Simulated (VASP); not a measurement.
Set up this calculation in VASP 6.6.1, as the native input.

| Quantity | Value |
| --- | --- |
| Task | single point |
| Functional | PBE |
| Potentials or basis | VASP PAW PBE potentials, release 64 (Na_pv, Cl) |
| Cutoff | 520 eV |
| k mesh | 12 × 12 × 12 |
| Occupations | gaussian, width 0.05 eV |
| Spin | no spin polarisation |
| Dipole correction | no |
| k mesh for the DOS | 18 × 18 × 18 |
| Occupations for the DOS | tetrahedron |
| Further INCAR settings | ALGO = Normal; EDIFF = 1e-06 |

Crystal: NaCl.

```xyz
2
Lattice="3.5079 0.0000 0.0000 0.0000 3.5079 0.0000 0.0000 0.0000 3.5079" Properties=species:S:1:pos:R:3 pbc="T T T"
Na    0.0000    0.0000    0.0000
Cl    1.7540    1.7540    1.7540
```

The input as run:

POSCAR

```
NaCl
1.0
    3.5079130194      0.0000000000      0.0000000000
    0.0000000000      3.5079130194      0.0000000000
    0.0000000000      0.0000000000      3.5079130194
Na Cl
1 1
Direct
    0.0000000000      0.0000000000      0.0000000000
    0.5000000000      0.5000000000      0.5000000000
```

INCAR.step1

```
SYSTEM = NaCl
ALGO     = Normal         ! electronic algorithm
EDIFF    = 1E-6           ! SCF threshold, eV
ENCUT    = 520            ! plane-wave cutoff, eV
GGA      = PE             ! functional
ISIF     = 2              ! what is computed and relaxed
ISMEAR   = 0              ! smearing method
LASPH    = .TRUE.         ! aspherical terms in the spheres
LCHARG   = .TRUE.         ! write CHGCAR
LREAL    = .FALSE.        ! projectors in reciprocal space
LWAVE    = .FALSE.        ! write WAVECAR
NBANDS   = 14             ! bands
NELM     = 100            ! most SCF steps
PREC     = Accurate       ! precision mode
SIGMA    = 0.05           ! smearing width, eV
```

KPOINTS.step1

```
k-points
0
G
  12 12 12
  0 0 0
```

INCAR.step2

```
SYSTEM = NaCl
ALGO     = Normal         ! electronic algorithm
EDIFF    = 1E-6           ! SCF threshold, eV
ENCUT    = 520            ! plane-wave cutoff, eV
GGA      = PE             ! functional
ICHARG   = 11             ! starting density
ISIF     = 2              ! what is computed and relaxed
ISMEAR   = -5             ! smearing method
LASPH    = .TRUE.         ! aspherical terms in the spheres
LCHARG   = .FALSE.        ! write CHGCAR
LORBIT   = 11             ! projections on sites
LREAL    = .FALSE.        ! projectors in reciprocal space
LWAVE    = .FALSE.        ! write WAVECAR
NEDOS    = 1001           ! points of the DOS
NELM     = 100            ! most SCF steps
PREC     = Accurate       ! precision mode
SIGMA    = 0.05           ! smearing width, eV
```

KPOINTS.step2

```
k-points
0
G
  18 18 18
  0 0 0
```

Potentials or basis: VASP PAW PBE potentials, release 64 (Na_pv, Cl).

Command:

```sh
$ cat potpaw_PBE.64/Na_pv/POTCAR potpaw_PBE.64/Cl/POTCAR > POTCAR
$ cp INCAR.step1 INCAR
$ cp KPOINTS.step1 KPOINTS
$ mpirun -np 1 vasp_std > vasp.out
$ cp INCAR.step2 INCAR
$ cp KPOINTS.step2 KPOINTS
$ mpirun -np 1 vasp_std > vasp.out
```

Results of the run:

```
Valence electrons inside the program's atomic spheres : Na 6.00; Cl 5.16
```

Run time: 54 s on 1 thread of Intel(R) Xeon(R) Platinum 8488C (Sapphire Rapids) (shared host), peak memory 0.22 GiB.
